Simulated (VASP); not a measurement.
Set up this calculation in VASP 6.6.1, as the native input.

| Property | Result |
| --- | --- |
| Task | single point |
| Functional | PBE |
| Potentials or basis | VASP PAW PBE potentials, release 64 (Mn_pv, O) |
| Cutoff | 520 eV |
| k mesh | 11 × 11 × 11 |
| Occupations | fermi-dirac, width 0.05 eV |
| Spin | collinear spin, ferromagnetic start |
| Starting moments | [4.0, 0.0, 0.0] μB |
| Dipole correction | no |
| Further INCAR settings | ALGO = Normal; EDIFF = 1e-07; NBANDS = 24 |

The structure of MnO2 lies in POSCAR:

```
MnO2
1.0
    1.3992749259      0.8078717551      4.4903556470
   -1.3992749259      0.8078717551      4.4903556470
    0.0000000000     -1.6157435103      4.4903556470
Mn O
1 2
Direct
    0.0000000000      0.0000000000      0.0000000000
    0.7356355100      0.7356355100      0.7356355100
    0.2643644900      0.2643644900      0.2643644900
```

One way to write it, as run:

INCAR

```
PREC     = Accurate       # precision mode
ENCUT    = 520            # plane-wave cutoff, eV
EDIFF    = 1E-7           # SCF threshold, eV
ISMEAR   = -1             # smearing method
SIGMA    = 0.05           # smearing width, eV
LREAL    = False          # projectors in reciprocal space
LASPH    = True           # aspherical terms in the spheres
NELM     = 150            # most SCF steps
ALGO     = Normal         # electronic algorithm
ISIF     = 2              # what is computed and relaxed
LWAVE    = False          # write WAVECAR
LCHARG   = False          # write CHGCAR
ISPIN    = 2              # spin polarisation
MAGMOM   = 4 0 0          # initial moments
LORBIT   = 11             # projections on sites
LMAXMIX  = 4              # l up to which the mixer works
GGA      = PE             # functional
NBANDS   = 24             # bands
```

KPOINTS

```
Automatic mesh
0
Gamma
  11 11 11
```

Potentials or basis: VASP PAW PBE potentials, release 64 (Mn_pv, O).

Command:

```sh
$ cat potpaw_PBE.64/Mn_pv/POTCAR potpaw_PBE.64/O/POTCAR > POTCAR
$ mpirun -np 1 vasp_std > vasp.out
```

It gave:

* Pressure: 21.1 GPa
* Largest force: 1.305 eV/Å
* Band gap on the k mesh: 0.61 eV (least direct gap 0.66 eV)
* Net moment: 3.00 μB per cell
* Site moments: Mn +2.78; O +0.07 μB
* Valence electrons inside the program's atomic spheres: Mn 11.91; O 5.04

Caveat: the stress differs along the axes, from 16 to 24 GPa; semilocal functionals underestimate gaps, and a narrow one can read as zero; a cell with one magnetic atom can't hold antiferromagnetic order, which such compounds often take; forces of over 1 eV/Å act on the atoms, so gaps and moduli don't describe the material at rest.

Wall time 5.7 min on 1 thread of AMD EPYC 9R45 96-Core Processor (Zen 5), on a shared host, peak memory 0.31 GiB.
